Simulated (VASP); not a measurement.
The system is CoSi3.

```
Si Co
1.0
     0.00000    2.91873    2.91873
     2.91873    0.00000    2.91873
     2.91873    2.91873    0.00000
Si Co
3 1
Direct
  0.25000 0.25000 0.25000
  0.75000 0.75000 0.75000
  0.50000 0.50000 0.50000
  0.00000 0.00000 0.00000
```

Base run:

```yaml
Program: VASP 6.6.1
Functional: r2SCAN
Potentials_or_basis: VASP PAW PBE potentials, release 64 (Si, Co)
Cutoff: 660 eV
k_mesh: 12 × 12 × 12
Occupations: gaussian, width 0.1 eV
Spin: no spin polarisation
```

Its results: pressure -1.5 GPa.

**Question.** The run is repeated on the same cell with these changes: spin from no spin polarisation to collinear spin, ferromagnetic start; further incar settings from ALGO = Normal; EDIFF = 1e-06; NBANDS = 18 to ALGO = Normal; EDIFF = 1e-06; NBANDS = 22. What comes out?

**Answer.** Pressure -1.2 GPa; net moment 0.68 μB per cell; site moments Si +0.01; Co +0.78 μB.

Caveats: the PAW data sets were made with another functional, which shifts forces and pressure a little.
